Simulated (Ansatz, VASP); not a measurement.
# Mg4Ge3N: VASP beside Ansatz

```
Mg Ge N
1.0
     3.19931    0.00000    0.00000
    -1.59965    2.77068    0.00000
     0.00000    0.00000   16.04781
Mg Ge N
4 3 1
Direct
  0.33333 0.66667 0.93437
  0.33333 0.66667 0.36032
  0.66667 0.33333 0.06563
  0.66667 0.33333 0.63968
  0.00000 0.00000 0.50000
  0.00000 0.00000 0.22172
  0.00000 0.00000 0.77828
  0.00000 0.00000 0.00000
```

Change from the starting cell: species swapped into the Mn3CrTe4 type (P-3m1, No. 164).

Alike in both runs: functional PBE; k mesh 12 × 12 × 2; occupations gaussian, width 0.1 eV; no spin polarisation.

Ansatz relaxed the structure, and its values are those at the end. VASP's run is a single point on that final structure, the one shown.

|  | VASP | Ansatz |
| --- | --- | --- |
| version | VASP 6.6.1 | Ansatz 0.2.0 |
| potentials or method | VASP PAW PBE potentials, release 64 (Mg, Ge_d, N), cutoff 520 eV | scalar-relativistic, plane waves, PAW |
| valence electrons in the cell | 55 | 87 |

```tsv
	VASP	Ansatz	Ansatz less VASP
gap on the k mesh at the Fermi level (eV)	none	none	-
pressure (GPa)	-0.2	0.0	+0.17
rms of the force components (eV/Å)	0.010	0.001	-0.0089
```

A gap of «none» marks a metal or a gap that the smearing closes. VASP's potentials hold 55 valence electrons a cell and Ansatz's 87, so a difference there can come from the potentials and not from the codes.
